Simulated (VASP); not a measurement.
Wanted: the native input for a VASP 6.6.1 run.

```
Task                   : single point
Functional             : PBE
Potentials or basis    : VASP PAW PBE potentials, release 64 (Re, Pd)
Cutoff                 : 600 eV
k mesh                 : 6 × 6 × 6
Occupations            : gaussian, width 0.1 eV
Spin                   : no spin polarisation
Dipole correction      : no
Further INCAR settings : ALGO = Normal; EDIFF = 1e-06; NBANDS = 16
```

The structure of RePd lies in POSCAR:

```
RePd
1.0
    2.7562665403      0.0000000000      0.0000000000
   -1.3781332701      2.3869968435      0.0000000000
    0.0000000000      0.0000000000      4.5138291115
Re Pd
1 1
Direct
    0.0000000000      0.0000000000      0.0000000000
    0.6666666667      0.3333333333      0.5000000000
```

These files were run (other wordings do the same):

INCAR

```
SYSTEM = RePd
ALGO = Normal
EDIFF = 1E-6
ENCUT = 600
GGA = PE
GGA_COMPAT = .False.
ISIF = 2
ISMEAR = 0
LASPH = .True.
LCHARG = .True.
LELF = .True.
LREAL = .False.
LVHAR = .True.
LWAVE = .False.
NBANDS = 16
NELM = 120
PREC = Accurate
SIGMA = 0.1
```

KPOINTS

```
k-points
0
Gamma
  6 6 6
  0 0 0
```

Potentials or basis: VASP PAW PBE potentials, release 64 (Re, Pd).

Command:

```console
$ cat potpaw_PBE.64/Re/POTCAR potpaw_PBE.64/Pd/POTCAR > POTCAR
$ mpirun -np 1 vasp_std > vasp.out
```

It gave:

- Pressure: -0.5 GPa

Caveat: the k points lie up to 0.44 Å⁻¹ apart.

Run time: 24 s on 1 thread of Intel Xeon 8259CL, on a shared host, peak memory 0.17 GiB.
